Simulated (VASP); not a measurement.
Runs of VASP 6.6.1 on Pb. The structure is that of space group P6/mmm (No. 191), or close to it. The cells are those of the table. 

| cell | gap on the mesh (eV) | pressure (GPa) |
| --- | --- | --- |
| a = 5.698, b = 5.698, c = 3.438 Å, angles 90.0, 90.0, 120.0°, 3 atoms | none | 1.4 |
| a = 5.618, b = 5.618, c = 3.389 Å, angles 90.0, 90.0, 120.0°, 3 atoms | none | 3.3 |
| a = 5.776, b = 5.776, c = 3.485 Å, angles 90.0, 90.0, 120.0°, 3 atoms | none | (b) |
| a = 5.535, b = 5.535, c = 3.339 Å, angles 90.0, 90.0, 120.0°, 3 atoms | none | (a) |
| a = 5.852, b = 5.852, c = 3.531 Å, angles 90.0, 90.0, 120.0°, 3 atoms | none | -1.3 |

Alike in all rows: task single point; level RPBE; potentials or basis VASP PAW PBE potentials, release 64 (Pb_d); no spin polarisation; k mesh 8 × 8 × 12; cutoff (eV) 520; smearing fermi-dirac 0.1 eV.

Task: Fill in the values left out.

Result: (a) 5.7; (b) -0.2.

Caveats: the PAW data sets were made with another functional, which shifts forces and pressure a little; spin-orbit coupling is left out, which moves the levels of the heavy elements.

A k mesh can miss the band edges, and the runs leave out spin-orbit coupling on Pb.

A gap of «none» marks levels without a gap at the run's occupations.
